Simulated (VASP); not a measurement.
# B17HN18 (a cell with a defect): single point with PBE

The system is B17HN18 (a cell with a defect).

```
B N H
1.0
     7.46503    0.00000    0.00000
    -3.73252    6.46491    0.00000
     0.00000    0.00000    6.49548
B N H
17 18 1
Direct
  0.11398 0.22332 0.25019
  0.21814 0.11010 0.73587
  0.11384 0.55655 0.25244
  0.22252 0.44341 0.75956
  0.11378 0.88994 0.24914
  0.21845 0.77828 0.75451
  0.44734 0.22352 0.24892
  0.55100 0.11119 0.74361
  0.44744 0.55647 0.25180
  0.44727 0.88993 0.25113
  0.55773 0.78336 0.76413
  0.78047 0.22335 0.25017
  0.88741 0.11745 0.75409
  0.78022 0.55652 0.25124
  0.88004 0.44462 0.75385
  0.78046 0.88981 0.25117
  0.88522 0.78341 0.75203
  0.10944 0.22345 0.74911
  0.22454 0.11253 0.24736
  0.10865 0.55693 0.75916
  0.22460 0.44578 0.25344
  0.10776 0.88893 0.74794
  0.22462 0.77919 0.25127
  0.43380 0.20959 0.71571
  0.55801 0.11248 0.24783
  0.44000 0.56913 0.78171
  0.55797 0.44576 0.25171
  0.44054 0.88910 0.75698
  0.55801 0.77924 0.25398
  0.77347 0.22440 0.75189
  0.89128 0.11255 0.25074
  0.78774 0.56990 0.73869
  0.89129 0.44587 0.25091
  0.77832 0.89722 0.75972
  0.89129 0.77927 0.24968
  0.51465 0.36612 0.69331
```

```json
{
  "Program": "VASP 6.6.1",
  "Task": "single point",
  "Functional": "PBE",
  "Potentials or basis": "VASP PAW PBE potentials, release 64 (B, N, H)",
  "Cutoff": "520 eV",
  "k mesh": "1 × 1 × 1, shifted",
  "Occupations": "gaussian, width 0.01 eV",
  "Spin": "no spin polarisation",
  "Dipole correction": "no",
  "Further INCAR settings": "LREAL = Auto; ALGO = Normal; EDIFF = 1e-06; NBANDS = 95; ISYM = -1"
}
```

| Property | Result |
| --- | --- |
| Pressure | 9.5 GPa |
| Largest force | 0.030 eV/Å |

Forces on the atoms (eV/Å):
```
B    0.003 -0.006  0.009
B    0.007  0.022 -0.012
B    0.003  0.000 -0.015
B    0.003 -0.004  0.014
B    0.010 -0.006 -0.011
B    0.001  0.005 -0.008
B    0.012 -0.014  0.005
B   -0.016  0.025 -0.002
B    0.003  0.004  0.006
B    0.009  0.000 -0.005
B    0.004  0.001  0.013
B    0.007 -0.008 -0.011
B   -0.012  0.014 -0.004
B    0.011  0.001  0.011
B   -0.007 -0.006 -0.009
B    0.004 -0.005  0.002
B    0.000 -0.013  0.003
N    0.004 -0.006 -0.001
N   -0.006  0.006 -0.006
N    0.002 -0.001 -0.003
N   -0.007  0.004  0.002
N    0.001 -0.014  0.004
N   -0.008  0.001  0.013
N    0.010  0.021 -0.002
N   -0.013  0.007  0.004
N    0.016 -0.017 -0.008
N   -0.004  0.003 -0.010
N   -0.002 -0.012 -0.002
N   -0.002  0.001  0.001
N    0.004 -0.006  0.004
N   -0.003  0.005  0.005
N   -0.027  0.007  0.006
N   -0.009  0.006  0.005
N    0.005 -0.012 -0.005
N   -0.011 -0.001  0.002
H    0.005 -0.004  0.004
```

Stress tensor (GPa, compression positive):
```
 8.16  0.85  0.01
 0.85 16.75 -0.05
 0.01 -0.05  3.67
```

Levels at points of the mesh, in eV from the Fermi level:
| k point | band 67 | band 68 | band 69 | band 70 | band 71 | band 72 | band 73 | band 74 | band 75 | band 76 |
| --- | --- | --- | --- | --- | --- | --- | --- | --- | --- | --- |
| (0.25, 0.25, 0.25) | -0.70 | -0.54 | -0.38 | -0.31 | -0.08 | 0.14 | 4.68 | 4.79 | 5.05 | 5.53 |

Run time: 120 s on 1 thread of Intel(R) Xeon(R) Platinum 8488C (Sapphire Rapids) (shared host), peak memory 0.36 GiB.
